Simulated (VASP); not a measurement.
**Ge5I3: relaxation of cell and atoms with PBE**

Crystal: Ge5I3.

```
Ge I
1.0
     6.25893    0.00000    0.00000
    -3.12946    5.42039    0.00000
     0.00000    0.00000    6.63807
Ge I
5 3
Direct
  0.50000 0.00000 0.50000
  0.00000 0.50000 0.50000
  0.50000 0.50000 0.50000
  0.00000 0.00000 0.68678
  0.00000 0.00000 0.31322
  0.50000 0.00000 0.00000
  0.00000 0.50000 0.00000
  0.50000 0.50000 0.00000
```

```yaml
Program: VASP 6.6.1
Task: relaxation of cell and atoms
Functional: PBE
Potentials_or_basis: VASP PAW PBE potentials, release 64 (Ge_d, I)
Cutoff: 600 eV
k_mesh: 3 × 3 × 4
Occupations: gaussian, width 0.1 eV
Spin: no spin polarisation
Dipole_correction: no
Further_INCAR_settings: ALGO = Normal; EDIFF = 1e-06; IBRION = 2; EDIFFG = -0.04; NSW = 90; ISIF = 3
```

```json
{
  "Relaxed volume": "28.41 Å³/atom",
  "Relaxed cell": "a = 6.622 Å, b = 6.622 Å, c = 5.986 Å, α = 90.00°, β = 90.00°, γ = 120.00°",
  "Space group after relaxing (to 0.05 Å)": "P6/mmm (No. 191)",
  "Energy gained by relaxing": "18.0 meV/atom",
  "Ionic steps": "32",
  "Pressure after relaxing": "0.1 GPa",
  "Largest force after relaxing": "0.021 eV/Å"
}
```

Forces on the atoms (eV/Å):
```
Ge   0.000  0.000  0.000
Ge   0.000  0.000  0.000
Ge   0.000  0.000  0.000
Ge   0.000  0.000  0.021
Ge   0.000  0.000 -0.021
I    0.000  0.000  0.000
I    0.000  0.000  0.000
I    0.000  0.000  0.000
```

Stress tensor (GPa, compression positive):
```
 0.12  0.00  0.00
 0.00  0.12  0.00
 0.00  0.00 -0.02
```

Step by step:
```tsv
step	energy change (eV)	largest force (eV/Å)	pressure (GPa)	volume (Å³)
1	0.0000	0.1527	-0.05	225.20
2	-0.0058	0.1212	-0.08	224.94
3	-0.0268	0.0218	-0.14	224.13
4	-0.0362	0.1948	-0.20	222.40
5	-0.0430	0.0467	0.29	220.63
6	-0.0196	0.5253	1.67	215.24
7	-0.0482	0.0721	0.61	219.35
8	-0.0469	0.2340	0.95	217.89
9	-0.0490	0.1303	0.78	218.80
10	-0.0499	0.1657	0.79	218.64
11	-0.0503	0.2072	0.89	218.45
12	-0.0520	0.2004	0.82	218.68
13	-0.0565	0.1804	0.70	219.40
14	-0.0640	0.1393	0.50	220.83
15	-0.0736	0.0520	0.04	223.72
16	-0.0779	0.1222	-0.60	229.54
17	-0.0829	0.1099	-1.56	230.17
18	-0.0832	0.1087	-0.65	230.21
19	-0.0837	0.1070	-0.74	230.28
20	-0.0848	0.1040	-0.84	230.41
21	-0.0873	0.0978	-1.05	230.68
22	-0.0919	0.0836	-0.64	231.22
23	-0.1005	0.0484	-0.70	232.30
24	-0.1113	0.0291	-0.94	234.43
25	-0.1121	0.0536	-1.07	235.31
26	-0.1266	0.1357	-0.81	233.40
27	-0.1299	0.2642	-0.23	230.61
28	-0.1314	0.2169	-0.39	231.63
29	-0.1379	0.1556	-0.31	230.36
30	-0.1433	0.0718	-0.14	228.51
31	-0.1390	0.0804	0.26	224.83
32	-0.1441	0.0212	0.07	227.31
```

Final structure:
```
Ge I
1.0
     6.62154    0.00000    0.00000
    -3.31077    5.73442    0.00000
     0.00000    0.00000    5.98642
Ge I
5 3
Direct
  0.50000 0.00000 0.50000
  0.00000 0.50000 0.50000
  0.50000 0.50000 0.50000
  0.00000 0.00000 0.70929
  0.00000 0.00000 0.29071
  0.50000 0.00000 0.00000
  0.00000 0.50000 0.00000
  0.50000 0.50000 0.00000
```

Levels at points of the mesh, in eV from the Fermi level:
```tsv
k point	band 42	band 43	band 44	band 45	band 46	band 47	band 48	band 49
(0.00, 0.00, 0.00)	-2.20	-2.20	-0.72	0.10	0.10	0.55	0.55	2.48
(0.00, 0.00, 0.50)	-1.37	-0.80	-0.61	0.08	0.08	0.45	1.07	1.07
```

Wall time 27 min on 1 thread of Intel(R) Xeon(R) 6975P-C (Granite Rapids), with other jobs on the host, peak memory 0.46 GiB.

Caveat: the k points lie up to 0.37 Å⁻¹ apart in the final cell; spin-orbit coupling is left out, which moves the levels of the heavy elements; an odd number of electrons without spin polarisation forces a metal; a magnetic or distorted state may lie lower.
